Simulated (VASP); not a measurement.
## Ti2TeAs2: single point with PBE

Crystal: Ti2TeAs2.

```
CELL_PARAMETERS angstrom
4.47374 0.00000 0.00000
0.00000 4.47374 0.00000
0.00000 0.00000 6.06850
ATOMIC_POSITIONS crystal
Ti 0.00000 0.50000 0.50000
Ti 0.50000 0.00000 0.50000
Te 0.00000 0.00000 0.00000
As 0.50000 0.50000 0.24000
As 0.50000 0.50000 0.76000
```

| Item | Value |
| --- | --- |
| Program | VASP 6.6.1 |
| Task | single point |
| Functional | PBE |
| Potentials or basis | VASP PAW PBE potentials, release 64 (Ti_sv, Te, As) |
| Cutoff | 520 eV |
| k mesh | 4 × 4 × 4 |
| Occupations | gaussian, width 0.1 eV |
| Spin | no spin polarisation |

```json
{"Pressure": "-8.7 GPa", "Largest force": "0.430 eV/Å", "Band gap on the k mesh": "zero (band 20 reaches 5.97 eV, above the bottom of band 21 at 5.33 eV)"}
```

Forces on the atoms (eV/Å):
```
Ti   0.000  0.000  0.000
Ti   0.000  0.000  0.000
Te   0.000  0.000  0.000
As   0.000  0.000  0.430
As   0.000  0.000 -0.430
```

Stress tensor (GPa, compression positive):
```
 -6.26   0.00   0.00
  0.00  -6.26   0.00
  0.00   0.00 -13.67
```

Levels at points of the mesh, in eV from the Fermi level:
| k point | band 17 | band 18 | band 19 | band 20 | band 21 | band 22 | band 23 | band 24 |
| --- | --- | --- | --- | --- | --- | --- | --- | --- |
| (0.00, 0.00, 0.00) | -1.73 | -1.57 | -0.82 | 0.42 | 0.53 | 0.68 | 0.68 | 1.08 |
| (0.50, 0.00, 0.00) | -1.25 | -1.22 | -0.56 | 0.42 | 0.56 | 0.58 | 0.71 | 0.83 |
| (0.50, 0.50, 0.00) | -1.52 | -1.32 | -1.32 | 0.45 | 0.45 | 0.59 | 0.70 | 1.06 |
| (0.00, 0.00, 0.50) | -1.41 | -1.26 | -0.81 | -0.14 | -0.14 | 0.27 | 0.73 | 1.16 |
| (0.50, 0.00, 0.50) | -1.74 | -1.27 | -0.84 | -0.62 | 0.08 | 0.12 | 0.87 | 0.91 |
| (0.50, 0.50, 0.50) | -2.20 | -0.62 | -0.23 | -0.09 | -0.09 | 0.82 | 0.82 | 1.05 |

It took 120 s on 1 thread of Intel Xeon 8259CL (shared host), peak memory 0.27 GiB.

Caveat: spin-orbit coupling is left out, which moves the levels of the heavy elements.
